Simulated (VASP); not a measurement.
# InSe in VASP: single point with PBE+D3(BJ)

Aim: the single point of InSe with PBE+D3(BJ).

All numbers are computed with VASP 6.6.1; they aren't measurements. Logs are shortened: lines on timing, memory, paths and dates and some standing lists are left out, and cuts for length are marked.

## 1. The cell of the first run

The cell holds a slab with vacuum, 8 atoms: a = 4.027 Å, b = 4.027 Å, c = 28.271 Å, α = 90.00°, β = 90.00°, γ = 120.00°.

## 2. Single point, PBE+D3(BJ) (layers slid over each other)

The input, INCAR:

```
SYSTEM = InSe
  PREC = Accurate
  ENCUT = 520
  EDIFF = 1E-6
  ISMEAR = 0
  SIGMA = 0.05
  LREAL = .False.
  LASPH = .True.
  NELM = 100
  ALGO = Normal
  ISIF = 2
  LWAVE = .False.
  LCHARG = .False.
  LDIPOL = .True.
  IDIPOL = 3
  DIPOL = 0.5 0.5 0.405
  GGA = PE
  IVDW = 12
  NBANDS = 48
```

The input, KPOINTS:

```
Automatic mesh
0
Gamma
  9 9 1
  0 0 0
```

The input, POSCAR:

```
InSe
1.0
    4.0266103640      0.0000000000      0.0000000000
   -2.0133051820      3.4871468663      0.0000000000
    0.0000000000      0.0000000000     28.2707108021
Se In
4 4
Direct
    0.0000000000      0.0000000000      0.1591753399
    0.0000000000      0.0000000000      0.3496677346
    0.1111111111      0.2222222222      0.4596755806
    0.1111111111      0.2222222222      0.6501679753
    0.6666666667      0.3333333333      0.2049979895
    0.6666666667      0.3333333333      0.3038451603
    0.7777777778      0.5555555556      0.5054982302
    0.7777777778      0.5555555556      0.6043454010
```

Potentials or basis: VASP PAW PBE potentials, release 64 (Se, In_d).

Command:

```
$ cat potpaw_PBE.64/Se/POTCAR potpaw_PBE.64/In_d/POTCAR > POTCAR
$ mpirun -np 1 vasp_std > vasp.out
```

OUTCAR:

```text
SYSTEM = InSe
   PREC = Accurate
   ENCUT = 520
   EDIFF = 1E-6
   ISMEAR = 0
   LREAL = .False.
   LASPH = .True.
   NELM = 100
   ISIF = 2
   GGA = PE
   IVDW = 12
 IVDW          = 12

 ion  position               nearest neighbor table
   1  0.000  0.000  0.159-   5 2.66   5 2.66   5 2.66
   2  0.000  0.000  0.350-   6 2.66   6 2.66   6 2.66
   3  0.111  0.222  0.460-   7 2.66   7 2.66   7 2.66
   4  0.111  0.222  0.650-   8 2.66   8 2.66   8 2.66
   5  0.667  0.333  0.205-   1 2.66   1 2.66   1 2.66   6 2.79
   6  0.667  0.333  0.304-   2 2.66   2 2.66   2 2.66   5 2.79
   7  0.778  0.556  0.505-   3 2.66   3 2.66   3 2.66   8 2.79
   8  0.778  0.556  0.604-   4 2.66   4 2.66   4 2.66   7 2.79

  LATTYP: Found a hexagonal cell.
 ALAT       =     4.0266103640
 C/A-ratio  =     7.0209700583

  Lattice vectors:

 A1 = (   4.0266103640,   0.0000000000,   0.0000000000)
 A2 = (  -2.0133051820,   3.4871468663,   0.0000000000)
 A3 = (   0.0000000000,   0.0000000000,  28.2707108021)

Analysis of symmetry for initial positions (statically):
=====================================================================
 Subroutine PRICEL returns:
 Original cell was already a primitive cell.

 Routine SETGRP: Setting up the symmetry group for a
 hexagonal supercell.

 Subroutine GETGRP returns: Found  2 space group operations
 (whereof  2 operations were pure point group operations)
 out of a pool of 24 trial point group operations.

The static configuration has the point symmetry C_1h.

Analysis of symmetry for dynamics (positions and initial velocities):
=====================================================================
 Subroutine PRICEL returns:
 Original cell was already a primitive cell.

 Routine SETGRP: Setting up the symmetry group for a
 hexagonal supercell.

 Subroutine GETGRP returns: Found  2 space group operations
 (whereof  2 operations were pure point group operations)
 out of a pool of 24 trial point group operations.

The dynamic configuration has the point symmetry C_1h.

 Subroutine INISYM returns: Found  2 space group operations
 (whereof  2 operations are pure point group operations),
 and found     1 'primitive' translations

----------------------------------------------------------------------------------------

                                     Primitive cell

  volume of cell :     396.9598

  direct lattice vectors                    reciprocal lattice vectors
     4.026610364  0.000000000  0.000000000     0.248347843  0.143383694  0.000000000
    -2.013305182  3.487146866  0.000000000     0.000000000  0.286767388  0.000000000
     0.000000000  0.000000000 28.270710802     0.000000000  0.000000000  0.035372298

  length of vectors
     4.026610364  4.026610364 28.270710802     0.286767388  0.286767388  0.035372298

  position of ions in fractional coordinates (direct lattice)
     0.000000000  0.000000000  0.159175340
     0.000000000  0.000000000  0.349667735
     0.111111111  0.222222222  0.459675581
     0.111111111  0.222222222  0.650167975
     0.666666667  0.333333333  0.204997990
     0.666666667  0.333333333  0.303845160
     0.777777778  0.555555556  0.505498230
     0.777777778  0.555555556  0.604345401

  ion indices of the primitive-cell ions
   primitive index   ion index
                 1           1
                 2           2
                 3           3
                 4           4
                 5           5
                 6           6
                 7           7
                 8           8

----------------------------------------------------------------------------------------

 KPOINTS: Automatic mesh

Automatic generation of k-mesh.
 Grid dimensions read from file:
 generate k-points for:    9    9    1

 Generating k-lattice:

  Cartesian coordinates                     Fractional coordinates (reciprocal lattice)
     0.027594205  0.015931522  0.000000000     0.111111111  0.000000000  0.000000000
     0.000000000  0.031863043  0.000000000     0.000000000  0.111111111  0.000000000
     0.000000000  0.000000000  0.035372298     0.000000000  0.000000000  1.000000000

  Length of vectors
     0.031863043  0.031863043  0.035372298

  Shift w.r.t. Gamma in fractional coordinates (k-lattice)
     0.000000000  0.000000000  0.000000000

 Subroutine IBZKPT returns following result:
 ===========================================

 Found     25 irreducible k-points:

 Following reciprocal coordinates:
            Coordinates               Weight
  0.000000  0.000000  0.000000      1.000000
  0.111111 -0.000000  0.000000      4.000000
  0.000000  0.111111  0.000000      2.000000
  0.222222  0.000000  0.000000      4.000000
  0.000000  0.222222  0.000000      2.000000
  0.333333 -0.000000  0.000000      4.000000
[... 16 lines left out ...]
 -0.222222 -0.444444  0.000000      4.000000
  0.444444  0.333333  0.000000      4.000000
   k-points           NKPTS =     25   k-points in BZ     NKDIM =     25   number of bands    NBANDS=     48
   number of dos      NEDOS =    301   number of ions     NIONS =      8
   total plane-waves  NPLWV = 189000
   dimension x,y,z NGX =    30 NGY =   30 NGZ =  210
   dimension x,y,z NGXF=    60 NGYF=   60 NGZF=  420
   ions per type =               4   4
   NGX,Y,Z   is equivalent  to a cutoff of  12.39, 12.39, 12.35 a.u.
   NGXF,Y,Z  is equivalent  to a cutoff of  24.77, 24.77, 24.70 a.u.
 SYSTEM =  InSe
   PREC   = accura    normal or accurate (medium, high low for compatibility)
   ISTART =      0    job   : 0-new  1-cont  2-samecut
   ICHARG =      2    charge: 1-file 2-atom 10-const
   ISPIN  =      1    spin polarized calculation?
   LNONCOLLINEAR =      F non collinear calculations
   LSORBIT =      F    spin-orbit coupling
   LASPH  =      T    aspherical Exc in radial PAW
   ENCUT  =  520.0 eV  38.22 Ry    6.18 a.u.   7.49  7.49 52.56*2*pi/ulx,y,z
   NELM   =    100;   NELMIN=  2; NELMDL= -5     # of ELM steps
   EDIFF  = 0.1E-05   stopping-criterion for ELM
   LREAL  =      F    real-space projection
   EDIFFG = 0.1E-04   stopping-criterion for IOM
   NSW    =      0    number of steps for IOM
   IBRION =     -1    ionic relax: 0-MD 1-quasi-New 2-CG
   NFREE  =      0    steps in history (QN), initial steepest desc. (CG)
   ISIF   =      2    stress and relaxation
   ISYM   =      2    0-nonsym 1-usesym 2-fastsym
   POTIM  = 0.5000    time-step for ionic-motion
   TEBEG  =    0.0;   TEEND  =   0.0 temperature during run
   PSTRESS=    0.0 pullay stress
   NELECT =      76.0000    total number of electrons
   NUPDOWN=      -1.0000    fix difference up-down
   EMIN   =  10.00;   EMAX   =-10.00  energy-range for DOS
   EFERMI =   0.00;   METHOD = LEGACY
   ISMEAR =     0;   SIGMA  =   0.05  broadening in eV -4-tet -1-fermi 0-gaus
   EFERMI_NEDOS =   21; number of points for ismear=-14 and -15
   IALGO  =     38    algorithm
   IMIX   =      4    mixing-type and parameters
     AMIX     =   0.40;   BMIX     =  1.00
     AMIX_MAG =   1.60;   BMIX_MAG =  1.00
  volume/ion in A,a.u.               =      49.62       334.85
  Fermi-wavevector in a.u.,A,eV,Ry     =   0.943548  1.783047 12.113024  0.890282
  Thomas-Fermi vector in A             =   2.071266
   LORBIT       =      0    0 simple, 1 ext, 2 COOP (PROOUT), +10 PAW based schemes
   GGA     = PE    functional components
   LHFCALC =     F    Hartree Fock is set to
   AEXX    =    0.0000 exact exchange contribution
   IVDW    =    12    specifies the selected vdW correction
   LEPSILON=     F    determine dielectric tensor
   LRPA    =     F    only Hartree local field effects (RPA)
 non-spin polarized calculation
 Gauss-broadening in eV      SIGMA  =   0.05
  energy-cutoff  :      520.00
  volume of cell :      396.96
 maximum number of plane-waves:     10749
 NGX is ok and might be reduce to    30
   NGX = 15   NGY = 15   NGZ =105

 dipolmoment           0.000000      0.000000      0.000000 electrons x Angstroem

 number of electron      76.0000000 magnetization

 dipolmoment           0.000000      0.000000     -0.000104 electrons x Angstroem

 Free energy of the ion-electron system (eV)
  ---------------------------------------------------
  ext. energy  EPLUGINS =         0.00000000
  ---------------------------------------------------
  free energy    TOTEN  =       -28.23729912 eV

  energy without entropy =      -28.23729912  energy(sigma->0) =      -28.23729912

 E-fermi :   0.2484     XC(G=0):  -5.6325

 val. band max:        0.0047975105   @ k =   0.1111  -0.0000   0.0000
 cond. band min:       0.9137940427   @ k =   0.0000   0.0000   0.0000
 fundamental gap:      0.9089965321
 Fermi energy:         0.2484017239

 k-point     1 :       0.0000    0.0000    0.0000
  band No.  band energies     occupation
      1     -14.5169      2.00000
      2     -14.5152      2.00000
      3     -14.3366      2.00000
      4     -14.3356      2.00000
      5     -14.3346      2.00000
      6     -14.3328      2.00000
[... 40 lines left out ...]
     47       5.0542      0.00000
     48       5.2248      0.00000

 k-point     2 :       0.1111   -0.0000    0.0000
  band No.  band energies     occupation
      1     -14.5168      2.00000
      2     -14.5148      2.00000
      3     -14.3802      2.00000
      4     -14.3737      2.00000
      5     -14.3340      2.00000
      6     -14.3313      2.00000
[... 40 lines left out ...]
     47       5.0848      0.00000
     48       5.2204      0.00000

 k-point     3 :       0.0000    0.1111    0.0000
  band No.  band energies     occupation
      1     -14.5168      2.00000
      2     -14.5148      2.00000
      3     -14.3803      2.00000
      4     -14.3729      2.00000
      5     -14.3335      2.00000
      6     -14.3324      2.00000
[... 1060 lines left out ...]
     47       5.1809      0.00000
     48       5.3909      0.00000

 k-point    24 :       0.4444    0.3333    0.0000
  band No.  band energies     occupation
      1     -14.6429      2.00000
      2     -14.6204      2.00000
      3     -14.5211      2.00000
      4     -14.5129      2.00000
      5     -14.4594      2.00000
      6     -14.4578      2.00000
[... 40 lines left out ...]
     47       5.1974      0.00000
     48       5.3792      0.00000

 [... further k-points ...]

------------------------ aborting loop because EDIFF is reached ----------------------------------------

 vacuum level on the upper side and lower side of the slab       (xc-potential included)        -0.109        -0.107

 Edisp (eV)   -2.05103

 E8    (eV) :    -0.9612

  FORCE on cell =-STRESS in cart. coord.  units (eV):
  Direction    XX          YY          ZZ          XY          YZ          ZX
  --------------------------------------------------------------------------------------
  -------------------------------------------------------------------------------------
  Total      -0.00523     0.15847     1.42574     0.00000     0.58027     0.00000
  in kB      -0.02110     0.63959     5.75444     0.00000     2.34204     0.00000
  external pressure =        2.12 kB  Pullay stress =        0.00 kB

 VOLUME and BASIS-vectors are now :
 -----------------------------------------------------------------------------
  energy-cutoff  :      520.00
  volume of cell :      396.96
      direct lattice vectors                 reciprocal lattice vectors
     4.026610364  0.000000000  0.000000000     0.248347843  0.143383694  0.000000000
    -2.013305182  3.487146866  0.000000000     0.000000000  0.286767388  0.000000000
     0.000000000  0.000000000 28.270710802     0.000000000  0.000000000  0.035372298

 POSITION                                       TOTAL-FORCE (eV/Angst)
 -----------------------------------------------------------------------------------
      0.00000      0.00000      4.50000         0.000000     -0.003708     -0.009408
      0.00000      0.00000      9.88536         0.000000     -0.162946     -0.269790
      0.00000      0.77492     12.99536        -0.000000      0.154137      0.269017
      0.00000      0.77492     18.38071         0.000000      0.002254      0.009295
      2.01331      1.16238      5.79544         0.000000     -0.010906     -0.001433
      2.01331      1.16238      8.58992         0.000000      0.017254     -0.088362
      2.01331      1.93730     14.29079         0.000000     -0.004145      0.089491
      2.01331      1.93730     17.08527         0.000000      0.008061      0.001189
 -----------------------------------------------------------------------------------
    total drift:                               -0.000000      0.000035      0.000041

  FREE ENERGIE OF THE ION-ELECTRON SYSTEM (eV)
  ---------------------------------------------------
  free  energy   TOTEN  =       -30.2883278125 eV

  energy  without entropy=      -30.2883278125  energy(sigma->0) =      -30.28832781

 vacuum level on the upper side and lower side of the slab         5.434         5.435
```

It took 12 min on 1 thread of Intel Xeon Platinum 8488C (Sapphire Rapids), shared host; peak memory 0.65 GiB.

Results:

```yaml
Free_energy: -30.2883 eV
Largest_force: 0.315 eV/Å
Band_gap_on_the_k_mesh: 0.91 eV (least direct gap 0.99 eV)
Dispersion_energy_per_atom: -0.256 eV
```

Forces in eV/Å, atoms in the order of the input:
```
Se   0.000 -0.004 -0.009
Se   0.000 -0.163 -0.270
Se   0.000  0.154  0.269
Se   0.000  0.002  0.009
In   0.000 -0.011 -0.001
In   0.000  0.017 -0.088
In   0.000 -0.004  0.089
In   0.000  0.008  0.001
```

Caveat: the cell differs from its parent crystal (layers slid over each other); spin-orbit coupling is left out, which moves the levels of the heavy elements.
